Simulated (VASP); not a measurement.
# Sr (P6/mmm) in VASP: a series of runs

Runs on Sr. Level: PBEsol. Tasks: relaxation of cell and atoms.

Everything below comes from runs of VASP 6.6.1. Logs are shortened: lines on timing, memory, paths and dates and some standing lists are left out, and cuts for length are marked.

## 1. The cell of the first run

The structure is hexagonal, space group P6/mmm (No. 191). The conventional cell has a = 4.995 Å, b = 4.995 Å, c = 2.974 Å, α = 90.00°, β = 90.00°, γ = 120.00°. Within 3.9 Å of Sr (site symmetry 6/mmm) lie 14 Sr at 2.97 to 3.24 Å. Within 3.8 Å of Sr (site symmetry -6m2) lie 11 Sr at 2.88 to 3.24 Å.

This isn't the form of Sr at room conditions, which is fcc.

## 2. Relaxation of cell and atoms, PBEsol, target pressure 36 GPa, at which the enthalpy is minimised

File INCAR:

```
SYSTEM = Sr
PREC     = Accurate       ! precision mode
ENCUT    = 600            ! plane-wave cutoff, eV
EDIFF    = 1E-6           ! SCF threshold, eV
ISMEAR   = -1             ! smearing method
SIGMA    = 0.08           ! smearing width, eV
LREAL    = .False.        ! projectors in reciprocal space
LASPH    = .True.         ! aspherical terms in the spheres
NELM     = 80             ! most SCF steps
ALGO     = Normal         ! electronic algorithm
ISIF     = 3              ! what is computed and relaxed
LWAVE    = .False.        ! write WAVECAR
LCHARG   = .False.        ! write CHGCAR
GGA      = PS             ! functional
IBRION   = 2              ! ionic algorithm
NSW      = 32             ! ionic steps
EDIFFG   = -0.005         ! ionic threshold
PSTRESS  = 360.0
```

File KPOINTS:

```
regular mesh
0
Gamma
  7 7 10
  0 0 0
```

File POSCAR:

```
Sr
1.0
    4.9949321813      0.0000000000      0.0000000000
   -2.4974660907      4.3257381592      0.0000000000
    0.0000000000      0.0000000000      2.9744269116
Sr
3
Direct
    0.0000000000      0.0000000000      0.0000000000
    0.3333333333      0.6666666667      0.5000000000
    0.6666666667      0.3333333333      0.5000000000
```

Potentials or basis: VASP PAW PBE potentials, release 64 (Sr_sv).

Command:

```sh
cat potpaw_PBE.64/Sr_sv/POTCAR > POTCAR
mpirun -np 1 vasp_std > vasp.out
```

OUTCAR:

```text
SYSTEM = Sr
   PREC = Accurate
   ENCUT = 600
   EDIFF = 1E-6
   ISMEAR = -1
   LREAL = .False.
   LASPH = .True.
   NELM = 80
   ISIF = 3
   GGA = PS
   IBRION = 2
   NSW = 32
   EDIFFG = -0.005
   PSTRESS = 360.0

 ion  position               nearest neighbor table
   1  0.000  0.000  0.000-   2 3.24   3 3.24   2 3.24   3 3.24   3 3.24   3 3.24   2 3.24   2 3.24
                             3 3.24   3 3.24   2 3.24   2 3.24
   2  0.333  0.667  0.500-   3 2.88   3 2.88   3 2.88   1 3.24   1 3.24   1 3.24   1 3.24   1 3.24
                             1 3.24   3 4.14   3 4.14   3 4.14   3 4.14   3 4.14   3 4.14
   3  0.667  0.333  0.500-   2 2.88   2 2.88   2 2.88   1 3.24   1 3.24   1 3.24   1 3.24   1 3.24
                             1 3.24   2 4.14   2 4.14   2 4.14   2 4.14   2 4.14   2 4.14

  LATTYP: Found a hexagonal cell.
 ALAT       =     4.9949321813
 C/A-ratio  =     0.5954889483

  Lattice vectors:

 A1 = (   4.9949321813,   0.0000000000,   0.0000000000)
 A2 = (  -2.4974660907,   4.3257381592,   0.0000000000)
 A3 = (   0.0000000000,   0.0000000000,   2.9744269116)

Analysis of symmetry for initial positions (statically):
=====================================================================
 Subroutine PRICEL returns:
 Original cell was already a primitive cell.

 Routine SETGRP: Setting up the symmetry group for a
 hexagonal supercell.

 Subroutine GETGRP returns: Found 24 space group operations
 (whereof 24 operations were pure point group operations)
 out of a pool of 24 trial point group operations.

The static configuration has the point symmetry D_6h.

Analysis of symmetry for dynamics (positions and initial velocities):
=====================================================================
 Subroutine PRICEL returns:
 Original cell was already a primitive cell.

 Routine SETGRP: Setting up the symmetry group for a
 hexagonal supercell.

 Subroutine GETGRP returns: Found 24 space group operations
 (whereof 24 operations were pure point group operations)
 out of a pool of 24 trial point group operations.

The dynamic configuration has the point symmetry D_6h.

 Subroutine INISYM returns: Found 24 space group operations
 (whereof 24 operations are pure point group operations),
 and found     1 'primitive' translations

----------------------------------------------------------------------------------------

[... 99 lines left out ...]
   NFREE  =      1    steps in history (QN), initial steepest desc. (CG)
   ISIF   =      3    stress and relaxation
   ISYM   =      2    0-nonsym 1-usesym 2-fastsym
   POTIM  = 0.5000    time-step for ionic-motion
   TEBEG  =    0.0;   TEEND  =   0.0 temperature during run
   PSTRESS=  360.0 pullay stress
   NELECT =      30.0000    total number of electrons
   NUPDOWN=      -1.0000    fix difference up-down
   EMIN   =  10.00;   EMAX   =-10.00  energy-range for DOS
   EFERMI =   0.00;   METHOD = LEGACY
   ISMEAR =    -1;   SIGMA  =   0.08  broadening in eV -4-tet -1-fermi 0-gaus
   EFERMI_NEDOS =   21; number of points for ismear=-14 and -15
   IALGO  =     38    algorithm
   IMIX   =      4    mixing-type and parameters
     AMIX     =   0.40;   BMIX     =  1.00
     AMIX_MAG =   1.60;   BMIX_MAG =  1.00
  volume/ion in A,a.u.               =      21.42       144.57
  Fermi-wavevector in a.u.,A,eV,Ry     =   1.269943  2.399844 21.942865  1.612755
  Thomas-Fermi vector in A             =   2.402957
   LORBIT       =      0    0 simple, 1 ext, 2 COOP (PROOUT), +10 PAW based schemes
   GGA     = PS    functional components
   LHFCALC =     F    Hartree Fock is set to
   AEXX    =    0.0000 exact exchange contribution
   IVDW    =     0    specifies the selected vdW correction
   LEPSILON=     F    determine dielectric tensor
   LRPA    =     F    only Hartree local field effects (RPA)
 conjugate gradient relaxation of ions
 non-spin polarized calculation
  energy-cutoff  :      600.00
  volume of cell :       64.27
 maximum number of plane-waves:      2166
 NGX is ok and might be reduce to    40
   NGX = 19   NGY = 19   NGZ = 11

--------------------------------------- Ionic step        1  -------------------------------------------

 number of electron      30.0000000 magnetization

 Free energy of the ion-electron system (eV)
  ---------------------------------------------------
  ext. energy  EPLUGINS =         0.00000000
  ---------------------------------------------------
  free energy    TOTEN  =         0.71999081 eV

  energy without entropy =        0.78798897  energy(sigma->0) =        0.75398989

------------------------ aborting loop because EDIFF is reached ----------------------------------------

  FORCE on cell =-STRESS in cart. coord.  units (eV):
  Direction    XX          YY          ZZ          XY          YZ          ZX
  --------------------------------------------------------------------------------------
  -------------------------------------------------------------------------------------
  Total       14.7698465     14.7698465     14.7522394     -0.0000000     -0.0000000      0.0000000
  in kB      368.2081848    368.2081848    367.7692451     -0.0000000     -0.0000000      0.0000000
  external PRESSURE =       8.0618716 kB  Pullay stress =     360.0000000 kB
[... 143 lines left out ...]
--------------------------------------- Ionic step        5  -------------------------------------------

 number of electron      30.0000000 magnetization

 Free energy of the ion-electron system (eV)
  ---------------------------------------------------
  ext. energy  EPLUGINS =         0.00000000
  ---------------------------------------------------
  free energy    TOTEN  =         0.57024755 eV

  energy without entropy =        0.63930033  energy(sigma->0) =        0.60477394

 E-fermi :   5.8437     XC(G=0): -11.0286

 val. band max:        5.8194983070   @ k =   0.1429   0.0000   0.2000
 cond. band min:       5.8452433944   @ k =   0.2857   0.0000   0.1000
 fundamental gap:      0.0257450874
 Fermi energy:         5.8436783712

 k-point     1 :       0.0000    0.0000    0.0000
  band No.  band energies     occupation
      1     -29.9889      2.00000
      2     -29.2330      2.00000
      3     -29.1645      2.00000
      4     -12.8234      2.00000
      5     -12.8234      2.00000
      6     -12.2460      2.00000
[... 505 lines left out ...]
      6     -12.2045      2.00000
[... 11 lines left out ...]
     18       7.7962      0.00000
     19       7.9323      0.00000

 [... further k-points ...]

------------------------ aborting loop because EDIFF is reached ----------------------------------------

  FORCE on cell =-STRESS in cart. coord.  units (eV):
  Direction    XX          YY          ZZ          XY          YZ          ZX
  --------------------------------------------------------------------------------------
  -------------------------------------------------------------------------------------
  Total       14.5894365     14.5894365     14.5839684     -0.0000000     -0.0000000      0.0000000
  in kB      360.0188087    360.0188087    359.8838747     -0.0000000     -0.0000000      0.0000000
  external PRESSURE =      -0.0261693 kB  Pullay stress =     360.0000000 kB
[... 22 lines left out ...]
  energy  without entropy=        0.6393003304  energy(sigma->0) =        0.60477394

  enthalpy is  TOTEN    =        15.1589218473 eV   P V=       14.5886742965

 reached required accuracy - stopping structural energy minimisation
```

OSZICAR:

```text
N       E                     dE             d eps       ncg     rms          rms(c)
DAV:   1     0.194218935049E+03    0.19422E+03   -0.17446E+04  1824   0.172E+03
DAV:   2     0.115533542342E+02   -0.18267E+03   -0.17900E+03  2248   0.338E+02
DAV:   3     0.779584054674E+00   -0.10774E+02   -0.10139E+02  2990   0.589E+01
DAV:   4     0.378066708360E+00   -0.40152E+00   -0.39313E+00  2599   0.914E+00
[... 36 lines left out ...]
       N       E                     dE             d eps       ncg     rms          rms(c)
DAV:   1     0.570140002602E+00   -0.21052E-02   -0.75609E-03  1833   0.631E-01    0.690E-02
DAV:   2     0.570217919594E+00    0.77917E-04   -0.18127E-04  2373   0.799E-02    0.354E-02
DAV:   3     0.570246709580E+00    0.28790E-04   -0.55811E-05  2386   0.526E-02    0.166E-02
DAV:   4     0.570247550836E+00    0.84126E-06   -0.40579E-06  2146   0.135E-02
   5 F= 0.15158922E+02 E0= 0.15193448E+02  d E =-.630297E-04
```

Wall time 3.6 min (1 thread of AMD EPYC 7R43 (Zen 3), shared host); peak memory 0.19 GiB.

Results:

* Free energy: 0.5702 eV
* Relaxed volume: 21.64 Å³/atom
* Relaxed cell: a = 5.016 Å, b = 5.016 Å, c = 2.980 Å, α = 90.00°, β = 90.00°, γ = 120.00°
* Space group after relaxing (to 0.1 Å): P6/mmm (No. 191)
* Energy change on relaxing (the run minimises the enthalpy): -49.9 meV/atom
* Ionic steps: 5
* Pressure after relaxing: 36.0 GPa
* Band gap on the k mesh: zero (bands 15 and 16 overlap by 2.30 eV)

Step by step:
| step | energy change (eV) | largest force (eV/Å) | pressure (GPa) | volume (Å³) |
| --- | --- | --- | --- | --- |
| 1 | 0.0000 | 0.0000 | 36.81 | 64.27 |
| 2 | -0.2275 | 0.0000 | 35.54 | 65.28 |
| 3 | -0.1453 | 0.0000 | 36.00 | 64.91 |
| 4 | -0.1477 | 0.0000 | 36.00 | 64.92 |
| 5 | -0.1497 | 0.0000 | 36.00 | 64.93 |

Final structure:
```
Sr
1.0
     5.01603    0.00000    0.00000
    -2.50802    4.34401    0.00000
     0.00000    0.00000    2.97970
Sr
3
Direct
  0.00000 0.00000 0.00000
  0.33333 0.66667 0.50000
  0.66667 0.33333 0.50000
```

Caveat: the cell is relaxed towards a set pressure, so the run minimises the enthalpy, not the energy; the PAW data sets were made with another functional, which shifts forces and pressure a little.

## 3. Relaxation of cell and atoms, PBEsol, target pressure 36 GPa, at which the enthalpy is minimised

This run uses another cell than the first one, of 21.57 Å³/atom.

File INCAR:

```
PREC = Accurate ; ENCUT = 600
EDIFF = 1E-6 ; ISMEAR = -1
SIGMA = 0.08 ; LREAL = False
LASPH = True ; NELM = 100
ALGO = Normal ; ISIF = 3
LWAVE = False ; LCHARG = False
GGA = PS ; IBRION = 2
NSW = 60 ; EDIFFG = -0.005
PSTRESS = 360.0
```

File KPOINTS:

```
regular mesh
0
Gamma
  7 7 10
```

File POSCAR:

```
Sr
1.0
    4.9395759829      0.0000000000      0.0000000000
   -2.4697879915      4.2777982851      0.0000000000
    0.0000000000      0.0000000000      3.0625371094
Sr
3
Direct
    0.0000000000      0.0000000000      0.0000000000
    0.3333333333      0.6666666667      0.5000000000
    0.6666666667      0.3333333333      0.5000000000
```

Potentials or basis: VASP PAW PBE potentials, release 64 (Sr_sv).

Command:

```sh
cat potpaw_PBE.64/Sr_sv/POTCAR > POTCAR
mpirun -np 1 vasp_std > vasp.out
```

OUTCAR:

```text
PREC = Accurate
   ENCUT = 600
   EDIFF = 1E-6
   ISMEAR = -1
   LREAL = False
   LASPH = True
   NELM = 100
   ISIF = 3
   GGA = PS
   IBRION = 2
   NSW = 60
   EDIFFG = -0.005
   PSTRESS = 360.0

 ion  position               nearest neighbor table
   1  0.000  0.000  0.000-   2 3.24   3 3.24   2 3.24   3 3.24   3 3.24   3 3.24   2 3.24   2 3.24
                             3 3.24   3 3.24   2 3.24   2 3.24
   2  0.333  0.667  0.500-   3 2.85   3 2.85   3 2.85   1 3.24   1 3.24   1 3.24   1 3.24   1 3.24
                             1 3.24   3 4.18   3 4.18   3 4.18   3 4.18   3 4.18   3 4.18
   3  0.667  0.333  0.500-   2 2.85   2 2.85   2 2.85   1 3.24   1 3.24   1 3.24   1 3.24   1 3.24
                             1 3.24   2 4.18   2 4.18   2 4.18   2 4.18   2 4.18   2 4.18

  LATTYP: Found a hexagonal cell.
 ALAT       =     4.9395759829
 C/A-ratio  =     0.6200000000

  Lattice vectors:

 A1 = (   4.9395759829,   0.0000000000,   0.0000000000)
 A2 = (  -2.4697879915,   4.2777982851,   0.0000000000)
 A3 = (   0.0000000000,   0.0000000000,   3.0625371094)

Analysis of symmetry for initial positions (statically):
=====================================================================
[... 176 lines left out ...]

------------------------ aborting loop because EDIFF is reached ----------------------------------------

  FORCE on cell =-STRESS in cart. coord.  units (eV):
  Direction    XX          YY          ZZ          XY          YZ          ZX
  --------------------------------------------------------------------------------------
  -------------------------------------------------------------------------------------
  Total       14.9628649     14.9628649     13.4023819     -0.0000000      0.0000000      0.0000000
  in kB      370.4537581    370.4537581    331.8189910     -0.0000000      0.0000000      0.0000000
  external PRESSURE =      -2.4244976 kB  Pullay stress =     360.0000000 kB
[... 299 lines left out ...]
--------------------------------------- Ionic step        9  -------------------------------------------

 number of electron      30.0000000 magnetization

 Free energy of the ion-electron system (eV)
  ---------------------------------------------------
  ext. energy  EPLUGINS =         0.00000000
  ---------------------------------------------------
  free energy    TOTEN  =         0.57698144 eV

  energy without entropy =        0.64600716  energy(sigma->0) =        0.61149430

 E-fermi :   5.8471     XC(G=0): -11.0308

 val. band max:        5.8225255403   @ k =   0.1429   0.0000   0.2000
 cond. band min:       5.8484136648   @ k =   0.2857   0.0000   0.1000
 fundamental gap:      0.0258881244
 Fermi energy:         5.8470686318

 k-point     1 :       0.0000    0.0000    0.0000
  band No.  band energies     occupation
      1     -29.9867      2.00000
      2     -29.2297      2.00000
      3     -29.1615      2.00000
      4     -12.8216      2.00000
      5     -12.8216      2.00000
      6     -12.2441      2.00000
[... 505 lines left out ...]
      6     -12.2023      2.00000
[... 11 lines left out ...]
     18       7.8005      0.00000
     19       7.9366      0.00000

 [... further k-points ...]
[... 5 lines left out ...]
  --------------------------------------------------------------------------------------
  -------------------------------------------------------------------------------------
  Total       14.5957652     14.5957652     14.5967176     -0.0000000     -0.0000000      0.0000000
  in kB      360.3421165    360.3421165    360.3656305     -0.0000000     -0.0000000      0.0000000
  external PRESSURE =       0.3499545 kB  Pullay stress =     360.0000000 kB
[... 22 lines left out ...]
  energy  without entropy=        0.6460071618  energy(sigma->0) =        0.61149430

  enthalpy is  TOTEN    =        15.1588890606 eV   P V=       14.5819076202

 reached required accuracy - stopping structural energy minimisation
```

OSZICAR:

```text
N       E                     dE             d eps       ncg     rms          rms(c)
DAV:   1     0.195810996367E+03    0.19581E+03   -0.17490E+04  1824   0.173E+03
DAV:   2     0.105852375624E+02   -0.18523E+03   -0.18154E+03  2301   0.336E+02
DAV:   3     0.707428799835E+00   -0.98778E+01   -0.91765E+01  2809   0.571E+01
DAV:   4     0.302082998187E+00   -0.40535E+00   -0.39715E+00  2694   0.917E+00
[... 63 lines left out ...]
       N       E                     dE             d eps       ncg     rms          rms(c)
DAV:   1     0.576952224860E+00    0.14078E-02   -0.19943E-03  1850   0.322E-01    0.322E-02
DAV:   2     0.576973737103E+00    0.21512E-04   -0.46438E-05  2281   0.419E-02    0.176E-02
DAV:   3     0.576981627306E+00    0.78902E-05   -0.17017E-05  2460   0.286E-02    0.936E-03
DAV:   4     0.576981440347E+00   -0.18696E-06   -0.85259E-07  1149   0.683E-03
   9 F= 0.15158889E+02 E0= 0.15193402E+02  d E =-.167810E-04
```

CONTCAR:

```text
Sr
   1.00000000000000
     5.0153138488988480   -0.0000000000947104    0.0000000000000000
    -2.5076569245822116    4.3433892010817052   -0.0000000000000000
    -0.0000000000000000    0.0000000000000000    2.9791718892037626
  Sr
     3
Direct
     0.0000000000000000    1.0000000000000000    0.0000000000000000
     0.3333333332999970    0.6666666667000030    0.5000000000000000
     0.6666666667000030    0.3333333332999970    0.5000000000000000

  0.00000000E+00  0.00000000E+00  0.00000000E+00
  0.00000000E+00  0.00000000E+00  0.00000000E+00
  0.00000000E+00  0.00000000E+00  0.00000000E+00
```

It took 2.9 min on 1 thread of Intel Xeon Platinum 8559C (Emerald Rapids), shared host; peak memory 0.23 GiB.

What came out:

```yaml
Free_energy: 0.5770 eV
Relaxed_volume: 21.63 Å³/atom
Relaxed_cell: a = 5.015 Å, b = 5.015 Å, c = 2.979 Å, α = 90.00°, β = 90.00°, γ = 120.00°
Space_group_after_relaxing_to_0.1_Å: P6/mmm (No. 191)
Energy_change_on_relaxing_the_run_minimises_the_enthalpy: -21.1 meV/atom
Ionic_steps: 9
Pressure_after_relaxing: 36.0 GPa
Band_gap_on_the_k_mesh: zero (bands 15 and 16 overlap by 2.30 eV)
```

The path:
```tsv
step	energy change (eV)	largest force (eV/Å)	pressure (GPa)	volume (Å³)
1	0.0000	0.0000	35.76	64.71
2	0.0537	0.0000	36.46	64.39
3	0.0866	0.0000	36.80	64.24
4	-0.1484	0.0000	35.59	65.28
5	-0.0732	0.0000	35.96	64.94
6	-0.0700	0.0000	35.97	64.93
7	-0.0669	0.0000	35.99	64.91
8	-0.0649	0.0000	36.02	64.90
9	-0.0634	0.0000	36.03	64.90
```

Final structure:
```cif
data_structure
_symmetry_space_group_name_H-M 'P 1'
_symmetry_Int_Tables_number 1
_cell_length_a 5.0153
_cell_length_b 5.0153
_cell_length_c 2.9792
_cell_angle_alpha 90.000
_cell_angle_beta 90.000
_cell_angle_gamma 120.000
_cell_volume 64.90
loop_
_atom_site_label
_atom_site_type_symbol
_atom_site_fract_x
_atom_site_fract_y
_atom_site_fract_z
_atom_site_occupancy
Sr1 Sr 0.00000 0.00000 0.00000 1
Sr2 Sr 0.33333 0.66667 0.50000 1
Sr3 Sr 0.66667 0.33333 0.50000 1
```

Caveat: the cell is relaxed towards a set pressure, so the run minimises the enthalpy, not the energy; the PAW data sets were made with another functional, which shifts forces and pressure a little.
